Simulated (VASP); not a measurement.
# CdTe (Fm-3m) in VASP: further runs, part 3 of 3

VASP 6.6.1.

### 5 Single point, revPBE+D4

This run uses another cell than the first one, of 28.37 Å³/atom, 1.052 times its volume.

Input file INCAR:

```
SYSTEM = CdTe
PREC     = Accurate       ! precision mode
ENCUT    = 500            ! plane-wave cutoff, eV
EDIFF    = 1E-6           ! SCF threshold, eV
ISMEAR   = 0              ! smearing method
SIGMA    = 0.05           ! smearing width, eV
LREAL    = .FALSE.        ! projectors in reciprocal space
LASPH    = .TRUE.         ! aspherical terms in the spheres
NELM     = 120            ! most SCF steps
ALGO     = Normal         ! electronic algorithm
ISIF     = 2              ! what is computed and relaxed
LWAVE    = .FALSE.        ! write WAVECAR
LCHARG   = .TRUE.         ! write CHGCAR
GGA      = RE             ! functional
IVDW     = 13             ! dispersion correction
LELF     = .TRUE.         ! ELF
LVHAR    = .TRUE.       
NBANDS   = 16             ! bands
GGA_COMPAT= .FALSE.
```

Input file KPOINTS:

```
Automatic mesh
0
G
  6 6 6
  0 0 0
```

Input file POSCAR:

```
CdTe
1.0
    0.0000000000      3.0497446824      3.0497446824
    3.0497446824      0.0000000000      3.0497446824
    3.0497446824      3.0497446824      0.0000000000
Cd Te
1 1
Direct
    0.5000000000      0.5000000000      0.5000000000
    0.0000000000      0.0000000000      0.0000000000
```

Potentials or basis: VASP PAW PBE potentials, release 64 (Cd, Te).

Started as:

```bash
cat potpaw_PBE.64/Cd/POTCAR potpaw_PBE.64/Te/POTCAR > POTCAR
mpirun -np 1 vasp_std > vasp.out
```

OUTCAR:

```text
SYSTEM = CdTe
   PREC = Accurate
   ENCUT = 500
   EDIFF = 1E-6
   ISMEAR = 0
   LREAL = .FALSE.
   LASPH = .TRUE.
   NELM = 120
   ISIF = 2
   GGA = RE
   IVDW = 13

 ion  position               nearest neighbor table
   1  0.500  0.500  0.500-   2 3.05   2 3.05   2 3.05   2 3.05   2 3.05   2 3.05
   2  0.000  0.000  0.000-   1 3.05   1 3.05   1 3.05   1 3.05   1 3.05   1 3.05

  LATTYP: Found a face centered cubic cell.
 ALAT       =     6.0994893648

  Lattice vectors:

 A1 = (   0.0000000000,   3.0497446824,   3.0497446824)
 A2 = (   3.0497446824,   0.0000000000,   3.0497446824)
 A3 = (   3.0497446824,   3.0497446824,   0.0000000000)

Analysis of symmetry for initial positions (statically):
=====================================================================
 Subroutine PRICEL returns:
 Original cell was already a primitive cell.

 Routine SETGRP: Setting up the symmetry group for a
 face centered cubic supercell.

 Subroutine GETGRP returns: Found 48 space group operations
 (whereof 48 operations were pure point group operations)
 out of a pool of 48 trial point group operations.

The static configuration has the point symmetry O_h .

Analysis of symmetry for dynamics (positions and initial velocities):
[... 154 lines left out ...]
 fundamental gap:      0.0243666231
 Fermi energy:         4.1423262656

 k-point     1 :       0.0000    0.0000    0.0000
  band No.  band energies     occupation
      1      -7.5064      2.00000
      2      -4.3140      2.00000
      3      -4.3140      2.00000
      4      -4.2764      2.00000
      5      -4.2764      2.00000
      6      -4.2764      2.00000
[... 281 lines left out ...]
      3      -4.3065      2.00000
      4      -4.2159      2.00000
      5      -4.1558      2.00000
      6      -3.5858      2.00000
[... 8 lines left out ...]
     15      15.3679      0.00000
     16      17.0879      0.00000

------------------------ aborting loop because EDIFF is reached ----------------------------------------

  DFT-D4 for vdW energy calculation

  Edisp (eV):   -1.42963

  FORCE on cell =-STRESS in cart. coord.  units (eV):
  Direction    XX          YY          ZZ          XY          YZ          ZX
  --------------------------------------------------------------------------------------
  -------------------------------------------------------------------------------------
  Total      -0.63814    -0.63814    -0.63814    -0.00000     0.00000    -0.00000
  in kB     -18.02201   -18.02201   -18.02201    -0.00000     0.00000    -0.00000
  external pressure =      -18.02 kB  Pullay stress =        0.00 kB

 VOLUME and BASIS-vectors are now :
 -----------------------------------------------------------------------------
  energy-cutoff  :      500.00
  volume of cell :       56.73
      direct lattice vectors                 reciprocal lattice vectors
     0.000000000  3.049744682  3.049744682    -0.163948150  0.163948150  0.163948150
     3.049744682  0.000000000  3.049744682     0.163948150 -0.163948150  0.163948150
     3.049744682  3.049744682  0.000000000     0.163948150  0.163948150 -0.163948150

 POSITION                                       TOTAL-FORCE (eV/Angst)
 -----------------------------------------------------------------------------------
      3.04974      3.04974      3.04974         0.000000      0.000000     -0.000000
      0.00000      0.00000      0.00000        -0.000000     -0.000000      0.000000
 -----------------------------------------------------------------------------------
    total drift:                               -0.000000     -0.000000      0.000000

  FREE ENERGIE OF THE ION-ELECTRON SYSTEM (eV)
  ---------------------------------------------------
  free  energy   TOTEN  =        -5.2204361630 eV

  energy  without entropy=       -5.2181934326  energy(sigma->0) =       -5.21931480
```

OSZICAR:

```text
N       E                     dE             d eps       ncg     rms          rms(c)
DAV:   1     0.983800062469E+02    0.98380E+02   -0.80590E+03   512   0.964E+02
DAV:   2    -0.938222350074E+00   -0.99318E+02   -0.93616E+02   584   0.238E+02
DAV:   3    -0.404607996161E+01   -0.31079E+01   -0.31014E+01   624   0.437E+01
DAV:   4    -0.405999025474E+01   -0.13910E-01   -0.13910E-01   640   0.296E+00
DAV:   5    -0.406016064394E+01   -0.17039E-03   -0.17039E-03   608   0.329E-01    0.558E+00
DAV:   6    -0.381034735079E+01    0.24981E+00   -0.38127E-01   592   0.700E+00    0.462E+00
DAV:   7    -0.378967822559E+01    0.20669E-01   -0.10929E-01   552   0.229E+00    0.172E+00
DAV:   8    -0.379065923706E+01   -0.98101E-03   -0.13417E-02   576   0.135E+00    0.475E-01
DAV:   9    -0.379094636217E+01   -0.28713E-03   -0.21861E-03   600   0.537E-01    0.110E-01
DAV:  10    -0.379079231962E+01    0.15404E-03   -0.39981E-04   592   0.235E-01    0.476E-02
DAV:  11    -0.379080218113E+01   -0.98615E-05   -0.37630E-05   640   0.407E-02    0.277E-02
DAV:  12    -0.379082499703E+01   -0.22816E-04   -0.69410E-05   536   0.548E-02    0.234E-02
DAV:  13    -0.379081077225E+01    0.14225E-04   -0.22835E-05   528   0.375E-02    0.381E-03
DAV:  14    -0.379081094338E+01   -0.17113E-06   -0.15612E-06   600   0.771E-03
   1 F= -.52204362E+01 E0= -.52193148E+01  d E =-.224273E-02
```

stdout:

```text
POSCAR found type information on POSCAR CdTe
 POSCAR found :  2 types and       2 ions
 scaLAPACK will be used
 -----------------------------------------------------------------------------
|                                                                             |
|                                                                             |
|     You enforced a specific xc type in the INCAR file but a different       |
|     I HOPE YOU KNOW WHAT YOU ARE DOING!                                     |
|                                                                             |
 -----------------------------------------------------------------------------

 LDA part: xc-table for (Slater+PW92), standard interpolation
 POSCAR, INCAR and KPOINTS ok, starting setup
 FFT: planning ... GRIDC
 FFT: planning ... GRID_SOFT
 FFT: planning ... GRID
 WAVECAR not read
 entering main loop
```

Wall time 16 s (1 thread of Intel Xeon 6975P-C, shared host); peak memory 0.18 GiB.

Results:

```yaml
Free_energy: -5.2204 eV
Pressure: -1.8 GPa
Band_gap_on_the_k_mesh: zero (band 9 reaches 4.13 eV, above the bottom of band 10 at 2.82 eV)
Dispersion_energy_per_atom: -0.715 eV
```

Caveat: the PAW data sets were made with another functional, which shifts forces and pressure a little; spin-orbit coupling is left out, which moves the levels of the heavy elements; pairwise dispersion overbinds metals, which lowers pressure and volume.

### 6 The runs side by side

| level | potentials or basis | cell | gap on the mesh (eV) | pressure (GPa) |
| --- | --- | --- | --- | --- |
| RPBE+D4 | VASP PAW PBE potentials, release 64 (Cd, Te) | a = 4.241 Å, angles 60.0°, 2 atoms | none | 0.4 |
| LDA | VASP PAW LDA potentials, release 64 (Cd, Te) | a = 4.297 Å, angles 60.0°, 2 atoms | none | -3.4 |
| RPBE+D4 | VASP PAW PBE potentials, release 64 (Cd, Te) | a = 4.311 Å, angles 60.0°, 2 atoms | none | -2.1 |
| revPBE+D4 | VASP PAW PBE potentials, release 64 (Cd, Te) | a = 4.313 Å, angles 60.0°, 2 atoms | none | -1.8 |

Alike in all rows: task single point; no spin polarisation; k mesh 6 × 6 × 6; cutoff (eV) 500; smearing gaussian 0.05 eV.

Caveats: spin-orbit coupling is left out, which moves the levels of the heavy elements; the PAW data sets were made with another functional, which shifts forces and pressure a little (some runs); pairwise dispersion overbinds metals, which lowers pressure and volume (some runs).

Total energies depend on the potentials used, so only differences within one code and one set of settings carry meaning.
